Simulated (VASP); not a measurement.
Wanted: the native input for a VASP 6.6.1 run.

| Item | Value |
| --- | --- |
| Task | single point |
| Functional | r2SCAN |
| Potentials or basis | VASP PAW PBE potentials, release 64 (Si, C) |
| Cutoff | 520 eV |
| k mesh | 8 × 8 × 3 |
| Occupations | gaussian, width 0.05 eV |
| Spin | no spin polarisation |
| Dipole correction | no |
| Further INCAR settings | ALGO = Normal; EDIFF = 1e-07; NBANDS = 26 |

The system is SiC.

```xyz
8
Lattice="-3.0752 0.0000 0.0000 -1.5376 -2.6632 0.0000 -2.3064 -1.3316 10.0963" Properties=species:S:1:pos:R:3 pbc="T T T"
Si   -1.5376   -0.8877    9.1478
Si   -1.5376   -0.8877    4.0996
Si   -3.0752   -1.7755    1.5755
Si   -3.0752   -1.7755    6.6237
C    -1.5376   -0.8877    0.9485
C    -1.5376   -0.8877    5.9967
C    -3.0752   -1.7755    3.4726
C    -3.0752   -1.7755    8.5208
```

This cell differs from its parent crystal: the part above a cut slid along it.

The input as run:

POSCAR

```
SiC
1.0
   -3.0751950066      0.0000000000      0.0000000000
   -1.5375975033     -2.6631969973      0.0000000000
   -2.3063962549     -1.3315984987     10.0963337124
Si C
4 4
Direct
   -0.1196923873     -0.1196923873      0.9060514413
    0.1303076127      0.1303076127      0.4060514413
    0.5886409460      0.5886409460      0.1560514413
    0.3386409460      0.3386409460      0.6560514413
    0.2863590540      0.2863590540      0.0939485587
    0.0363590540      0.0363590540      0.5939485587
    0.4946923873      0.4946923873      0.3439485587
    0.2446923873      0.2446923873      0.8439485587
```

INCAR.step1

```
PREC = Accurate
ENCUT = 520
ISMEAR = 0
SIGMA = 0.05
LREAL = False
LASPH = True
NELM = 100
NBANDS = 26
GGA = PE
ALGO = Normal
EDIFF = 1E-4
LWAVE = True
LCHARG = False
```

INCAR.step2

```
PREC = Accurate
ENCUT = 520
EDIFF = 1E-7
ISMEAR = 0
SIGMA = 0.05
LREAL = False
LASPH = True
NELM = 100
ALGO = Normal
ISIF = 2
LWAVE = False
LCHARG = True
METAGGA = R2SCAN
LMIXTAU = True
LELF = True
LVHAR = True
NBANDS = 26
ISTART = 1
```

KPOINTS

```
regular mesh
0
Gamma
  8 8 3
```

Potentials or basis: VASP PAW PBE potentials, release 64 (Si, C).

The run is started by

```sh
$ cat potpaw_PBE.64/Si/POTCAR potpaw_PBE.64/C/POTCAR > POTCAR
$ cp INCAR.step1 INCAR
$ mpirun -np 1 vasp_std > vasp.out
$ cp INCAR.step2 INCAR
$ mpirun -np 1 vasp_std > vasp.out
```

It gave:

```
Pressure               : -1.8 GPa
Largest force          : 1.174 eV/Å
Band gap on the k mesh : 0.86 eV (least direct gap 1.48 eV)
```

Caveat: the cell differs from its parent crystal (the part above a cut slid along it); the stress differs along the axes, from -8 to 5 GPa; the PAW data sets were made with another functional, which shifts forces and pressure a little.

Run time: 5.5 min on 1 thread of AMD EPYC 7R13, with other jobs on the host, peak memory 0.26 GiB.
